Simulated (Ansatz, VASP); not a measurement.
# Two plane-wave programs on SrO

```xyz
2
Lattice="0.0064 2.5799 2.5799 2.5799 0.0064 2.5799 2.5863 2.5863 0.0000" Properties=species:S:1:pos:R:3 pbc="T T T"
Sr    0.0000    0.0000    0.0000
O     2.5863    2.5863    2.5799
```

Change from the starting cell: shear_xy strain +0.5%.

Alike in both runs: task single point; functional PBE; k mesh 8 × 8 × 8; occupations fermi-dirac, width 0.02 eV; no spin polarisation.

```csv
,VASP,Ansatz
version,VASP 6.6.1,Ansatz 0.2.0
potentials or method,"VASP PAW PBE potentials, release 64 (Sr_sv, O)","plane waves, PAW"
plane-wave cutoff (eV),520,420
valence electrons in the cell,16,16
```

Ansatz gave:

* gap on the k mesh at the Fermi level (eV): 3.31
* pressure (GPa): 1.8
* traceless stress, the component that is largest in VASP (GPa): -0.27

**Question.** What did VASP give for the same quantities?

**Answer.** gap on the k mesh at the Fermi level (eV): 3.26; pressure (GPa): 2.4; traceless stress, the component that is largest in VASP (GPa): -0.27.

The functional is the same, so the differences come from potentials, cutoffs and numerics.
